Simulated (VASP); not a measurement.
# GaSb (Immm) in VASP: vibrations by perturbation theory with LDA

Aim: the vibrations by perturbation theory of GaSb with LDA.

All numbers are computed with VASP 6.6.1; they aren't measurements. Logs are shortened: lines on timing, memory, paths and dates and some standing lists are left out, and cuts for length are marked.

## Step 1: The cell of the first run

It takes space group Immm (No. 71, orthorhombic). Conventional cell: a = 3.112 Å, b = 5.350 Å, c = 5.787 Å, α = 90.00°, β = 90.00°, γ = 90.00°. Sb (site symmetry mmm) has 6 Ga at 2.89 to 3.09 Å and 2 Sb at 3.11 Å within 3.8 Å. Ga (site symmetry mmm) has 6 Sb at 2.89 to 3.09 Å and 2 Ga at 3.11 Å within 3.8 Å.

## Step 2: Vibrations by perturbation theory, LDA

INCAR reads:

```
SYSTEM = GaSb
PREC = Accurate
ENCUT = 520
EDIFF = 1E-8
ISMEAR = 0
SIGMA = 0.1
LREAL = .FALSE.
LASPH = .TRUE.
NELM = 100
ALGO = Normal
ISIF = 2
LWAVE = .FALSE.
LCHARG = .FALSE.
GGA = CA
NBANDS = 16
IBRION = 8
NSW = 1
```

KPOINTS reads:

```
Automatic mesh
0
G
  7 7 7
  0 0 0
```

POSCAR reads:

```
GaSb
1.0
   -1.5559010000      2.6750030000      2.8933130000
    1.5559010000     -2.6750030000      2.8933130000
    1.5559010000      2.6750030000     -2.8933130000
Sb Ga
1 1
Direct
    0.5000000000      0.5000000000      0.0000000000
    0.0000000000      0.0000000000      0.0000000000
```

Potentials or basis: VASP PAW LDA potentials, release 64 (Sb, Ga_d).

Command:

```console
> cat potpaw_LDA.64/Sb/POTCAR potpaw_LDA.64/Ga_d/POTCAR > POTCAR
> mpirun -np 1 vasp_std > vasp.out
```

OUTCAR:

```text
SYSTEM = GaSb
   PREC = Accurate
   ENCUT = 520
   EDIFF = 1E-8
   ISMEAR = 0
   LREAL = .FALSE.
   LASPH = .TRUE.
   NELM = 100
   ISIF = 2
   GGA = CA
   IBRION = 8
   NSW = 1

 ion  position               nearest neighbor table
   1  0.500  0.500  0.000-   2 2.89   2 2.89   2 3.09   2 3.09   2 3.09   2 3.09
   2  0.000  0.000  0.000-   1 2.89   1 2.89   1 3.09   1 3.09   1 3.09   1 3.09

  LATTYP: Found a body centered orthorhombic cell.
 ALAT       =     3.1118020000
 B/A-ratio  =     1.7192629865
 C/A-ratio  =     1.8595739703

  Lattice vectors:

 A1 = (  -1.5559010000,   2.6750030000,   2.8933130000)
 A2 = (   1.5559010000,  -2.6750030000,   2.8933130000)
 A3 = (   1.5559010000,   2.6750030000,  -2.8933130000)

Analysis of symmetry for initial positions (statically):
=====================================================================
 Subroutine PRICEL returns:
 Original cell was already a primitive cell.

 Routine SETGRP: Setting up the symmetry group for a
 body centered orthorhombic supercell.

 Subroutine GETGRP returns: Found  8 space group operations
 (whereof  8 operations were pure point group operations)
 out of a pool of  8 trial point group operations.

The static configuration has the point symmetry D_2h.

Analysis of symmetry for dynamics (positions and initial velocities):
=====================================================================
 Subroutine PRICEL returns:
 Original cell was already a primitive cell.

 Routine SETGRP: Setting up the symmetry group for a
 body centered orthorhombic supercell.

 Subroutine GETGRP returns: Found  8 space group operations
 (whereof  8 operations were pure point group operations)
 out of a pool of  8 trial point group operations.

The dynamic configuration has the point symmetry D_2h.

 Subroutine INISYM returns: Found  8 space group operations
 (whereof  8 operations are pure point group operations),
 and found     1 'primitive' translations

----------------------------------------------------------------------------------------

                                     Primitive cell

  volume of cell :      48.1683

  direct lattice vectors                    reciprocal lattice vectors
    -1.555901000  2.675003000  2.893313000     0.000000000  0.186915678  0.172812274
     1.555901000 -2.675003000  2.893313000     0.321357207  0.000000000  0.172812274
     1.555901000  2.675003000 -2.893313000     0.321357207  0.186915678  0.000000000

  length of vectors
     4.236476022  4.236476022  4.236476022     0.254561491  0.364876057  0.371763265

  position of ions in fractional coordinates (direct lattice)
     0.500000000  0.500000000  0.000000000
     0.000000000  0.000000000  0.000000000

  ion indices of the primitive-cell ions
   primitive index   ion index
                 1           1
                 2           2

----------------------------------------------------------------------------------------

 KPOINTS: Automatic mesh

Automatic generation of k-mesh.
 Grid dimensions read from file:
 generate k-points for:    7    7    7

 Generating k-lattice:

  Cartesian coordinates                     Fractional coordinates (reciprocal lattice)
     0.000000000  0.026702240  0.024687468     0.142857143  0.000000000  0.000000000
     0.045908172  0.000000000  0.024687468     0.000000000  0.142857143 -0.000000000
     0.045908172  0.026702240  0.000000000     0.000000000 -0.000000000  0.142857143

  Length of vectors
     0.036365927  0.052125151  0.053109038

  Shift w.r.t. Gamma in fractional coordinates (k-lattice)
     0.000000000  0.000000000  0.000000000

 Subroutine IBZKPT returns following result:
 ===========================================

 Found     64 irreducible k-points:

 Following reciprocal coordinates:
            Coordinates               Weight
  0.000000  0.000000  0.000000      1.000000
  0.142857  0.000000  0.000000      4.000000
  0.285714  0.000000 -0.000000      4.000000
  0.428571  0.000000 -0.000000      4.000000
  0.000000  0.142857 -0.000000      4.000000
  0.142857  0.142857 -0.000000      8.000000
[... 16 lines left out ...]
 -0.428571  0.428571  0.000000      4.000000
 -0.285714  0.428571  0.000000      8.000000
 [... further k-points ...]
   k-points           NKPTS =     64   k-points in BZ     NKDIM =     64   number of bands    NBANDS=     16
   number of dos      NEDOS =    301   number of ions     NIONS =      2
   total plane-waves  NPLWV =  32768
   dimension x,y,z NGX =    32 NGY =   32 NGZ =   32
   dimension x,y,z NGXF=    64 NGYF=   64 NGZF=   64
   ions per type =               1   1
   NGX,Y,Z   is equivalent  to a cutoff of  12.56, 12.56, 12.56 a.u.
   NGXF,Y,Z  is equivalent  to a cutoff of  25.11, 25.11, 25.11 a.u.
 SYSTEM =  GaSb
   PREC   = accura    normal or accurate (medium, high low for compatibility)
   ISTART =      0    job   : 0-new  1-cont  2-samecut
   ICHARG =      2    charge: 1-file 2-atom 10-const
   ISPIN  =      1    spin polarized calculation?
   LNONCOLLINEAR =      F non collinear calculations
   LSORBIT =      F    spin-orbit coupling
   LASPH  =      T    aspherical Exc in radial PAW
   ENCUT  =  520.0 eV  38.22 Ry    6.18 a.u.   7.88  7.88  7.88*2*pi/ulx,y,z
   NELM   =    100;   NELMIN=  2; NELMDL= -5     # of ELM steps
   EDIFF  = 0.1E-07   stopping-criterion for ELM
   LREAL  =      F    real-space projection
   EDIFFG = 0.1E-06   stopping-criterion for IOM
   NSW    =      1    number of steps for IOM
   IBRION =      8    ionic relax: 0-MD 1-quasi-New 2-CG
   NFREE  =      0    steps in history (QN), initial steepest desc. (CG)
   ISIF   =      2    stress and relaxation
   ISYM   =      2    0-nonsym 1-usesym 2-fastsym
   POTIM  = 0.5000    time-step for ionic-motion
   TEBEG  =    0.0;   TEEND  =   0.0 temperature during run
   PSTRESS=    0.0 pullay stress
   NELECT =      18.0000    total number of electrons
   NUPDOWN=      -1.0000    fix difference up-down
   EMIN   =  10.00;   EMAX   =-10.00  energy-range for DOS
   EFERMI =   0.00;   METHOD = LEGACY
   ISMEAR =     0;   SIGMA  =   0.10  broadening in eV -4-tet -1-fermi 0-gaus
   EFERMI_NEDOS =   21; number of points for ismear=-14 and -15
   IALGO  =     38    algorithm
   IMIX   =      4    mixing-type and parameters
     AMIX     =   0.40;   BMIX     =  1.00
     AMIX_MAG =   1.60;   BMIX_MAG =  1.00
  volume/ion in A,a.u.               =      24.08       162.53
  Fermi-wavevector in a.u.,A,eV,Ry     =   1.179176  2.228319 18.918287  1.390455
  Thomas-Fermi vector in A             =   2.315491
   LORBIT       =      0    0 simple, 1 ext, 2 COOP (PROOUT), +10 PAW based schemes
   GGA     = CA    functional components
   LHFCALC =     F    Hartree Fock is set to
   AEXX    =    0.0000 exact exchange contribution
   IVDW    =     0    specifies the selected vdW correction
   LEPSILON=     F    determine dielectric tensor
   LRPA    =     F    only Hartree local field effects (RPA)
 non-spin polarized calculation
 Gauss-broadening in eV      SIGMA  =   0.10
  energy-cutoff  :      520.00
  volume of cell :       48.17
 maximum number of plane-waves:      1316
   NGX = 15   NGY = 15   NGZ = 15

--------------------------------------- Ionic step        1  -------------------------------------------

 number of electron      17.9999989 magnetization

 Free energy of the ion-electron system (eV)
  ---------------------------------------------------
  ext. energy  EPLUGINS =         0.00000000
  ---------------------------------------------------
  free energy    TOTEN  =        -8.36451188 eV

  energy without entropy =       -8.36184569  energy(sigma->0) =       -8.36317879

 E-fermi :   6.3302     XC(G=0): -10.4701

 val. band max:        6.3128496714   @ k =   0.0000   0.4286  -0.0000
 cond. band min:       6.4066536498   @ k =  -0.1429   0.2857   0.1429
 fundamental gap:      0.0938039784
 Fermi energy:         6.3301883490

 k-point     1 :       0.0000    0.0000    0.0000
  band No.  band energies     occupation
      1      -8.6487      2.00000
      2      -8.5547      2.00000
      3      -8.5521      2.00000
      4      -8.5378      2.00000
      5      -8.5039      2.00000
      6      -5.5762      2.00000
[... 433 lines left out ...]
      3      -8.5594      2.00000
      4      -8.5301      2.00000
      5      -8.4989      2.00000
      6      -2.4599      2.00000
[... 8 lines left out ...]
     15      14.9848      0.00000
     16      15.2889      0.00000

 [... further k-points ...]
[... 5 lines left out ...]
  --------------------------------------------------------------------------------------
  -------------------------------------------------------------------------------------
  Total       -1.1791502     -1.3431997     -1.5867569      0.0000000      0.0000000      0.0000000
  in kB      -39.2209472    -44.6775683    -52.7787781      0.0000000      0.0000000      0.0000000
  external PRESSURE =     -45.5590979 kB  Pullay stress =       0.0000000 kB

 VOLUME and BASIS-vectors are now :
 -----------------------------------------------------------------------------
  energy-cutoff  :      520.00
  volume of cell :       48.17
      direct lattice vectors                 reciprocal lattice vectors
    -1.555901000  2.675003000  2.893313000     0.000000000  0.186915678  0.172812274
     1.555901000 -2.675003000  2.893313000     0.321357207  0.000000000  0.172812274
     1.555901000  2.675003000 -2.893313000     0.321357207  0.186915678  0.000000000

 POSITION                                       TOTAL-FORCE (eV/Angst)
 -----------------------------------------------------------------------------------
      0.00000      0.00000      2.89331        -0.000000     -0.000000     -0.000000
      0.00000      0.00000      0.00000         0.000000      0.000000      0.000000
 -----------------------------------------------------------------------------------
    total drift:                               -0.000000      0.000000      0.000000

  FREE ENERGIE OF THE ION-ELECTRON SYSTEM (eV)
  ---------------------------------------------------
  free  energy   TOTEN  =        -8.3645118845 eV

  energy  without entropy=       -8.3618456928  energy(sigma->0) =       -8.36317879

[... ionic steps 2 to 3 ...]

--------------------------------------- Ionic step        4  -------------------------------------------

------------------------ aborting loop because EDIFF is reached ----------------------------------------

--------------------------------------- Ionic step        5  -------------------------------------------
[... 13 lines left out ...]
------------------------ aborting loop because EDIFF is reached ----------------------------------------

--------------------------------------- Ionic step        9  -------------------------------------------

 Free energy of the ion-electron system (eV)
  ---------------------------------------------------
  ---------------------------------------------------
  free energy    TOTEN  =        -0.16851870 eV

  energy without entropy =       -0.16851870

------------------------ aborting loop because EDIFF is reached ----------------------------------------

 INTERNAL STRAIN TENSOR  FOR ION    2  DIRECTION 3   (eV/Angst):
 -----------------------------------------------------------------------------
    -0.00149  0.00000  0.00000
     0.00000 -0.01889  0.00000
     0.00000  0.00000  0.03789

 INTERNAL STRAIN TENSOR FOR ION    2 for displacements in x,y,z  (eV/Angst):
          X           Y           Z          XY          YZ          ZX
  --------------------------------------------------------------------------------
  x     0.00000     0.00000     0.00000     0.00000     0.00000     0.00000
  y     0.00000     0.00000     0.00000     0.00000     0.00000     0.00000
  z     0.00000     0.00000     0.00000     0.00000     0.00000     0.00000

 SECOND DERIVATIVES (NOT SYMMETRIZED)
 ------------------------------------
               1X          1Y          1Z          2X          2Y          2Z
  1X     0.180384    0.000000    0.000000   -0.180384    0.000000    0.000000
  1Y     0.000000   -0.264946    0.000000    0.000000    0.264946    0.000000
  1Z     0.000000    0.000000   -2.476186    0.000000    0.000000    2.476186
  2X    -0.170213    0.000000    0.000000    0.170213    0.000000    0.000000
  2Y     0.000000    0.235123    0.000000    0.000000   -0.235123    0.000000
  2Z     0.000000    0.000000    2.443365    0.000000    0.000000   -2.443365

 Eigenvectors and eigenvalues of the dynamical matrix
 ----------------------------------------------------

   1 f  =    3.679069 THz    23.116275 2PiTHz  122.720544 cm-1    15.215401 meV
             X         Y         Z           dx          dy          dz
      0.000000  0.000000  2.893313    -0.000000   -0.000000   -0.606002
      0.000000  0.000000  0.000000    -0.000000    0.000000    0.795463
[... 21 lines left out ...]
   6 f/i=    0.979255 THz     6.152840 2PiTHz   32.664428 cm-1     4.049871 meV
             X         Y         Z           dx          dy          dz
      0.000000  0.000000  2.893313    -0.614597    0.000000   -0.000000
      0.000000  0.000000  0.000000     0.788841   -0.000000   -0.000000

--------------------------------------------------------------------------------------------------------

 ELASTIC MODULI CONTR FROM IONIC RELAXATION (kBar)
 Direction    XX          YY          ZZ          XY          YZ          ZX
 --------------------------------------------------------------------------------
 XX           0.0000      0.0000      0.0000      0.0000      0.0000      0.0000
 YY           0.0000      0.0000      0.0000      0.0000      0.0000      0.0000
 ZZ           0.0000      0.0000      0.0000      0.0000      0.0000      0.0000
 XY           0.0000      0.0000      0.0000      0.0000      0.0000      0.0000
 YZ           0.0000      0.0000      0.0000      0.0000      0.0000      0.0000
 ZX           0.0000      0.0000      0.0000      0.0000      0.0000      0.0000
 --------------------------------------------------------------------------------
```

Wall time 8.9 min (1 thread of Intel Xeon 8259CL, shared host); peak memory 0.27 GiB.

Results:

```yaml
Highest_phonon_frequency_at_Γ_LO-TO_splitting_left_out: 123 cm⁻¹
Most_unstable_mode: 33i cm⁻¹
```

Phonon frequencies in cm⁻¹ (negative: imaginary):
| q point | frequencies |
| --- | --- |
| (0.000, 0.000, 0.000) | -33 -1 0 0 39 123 |

Caveat: the cell stands under pressure or tension, which shifts response properties; some modes are imaginary; spin-orbit coupling is left out, which moves the levels of the heavy elements.
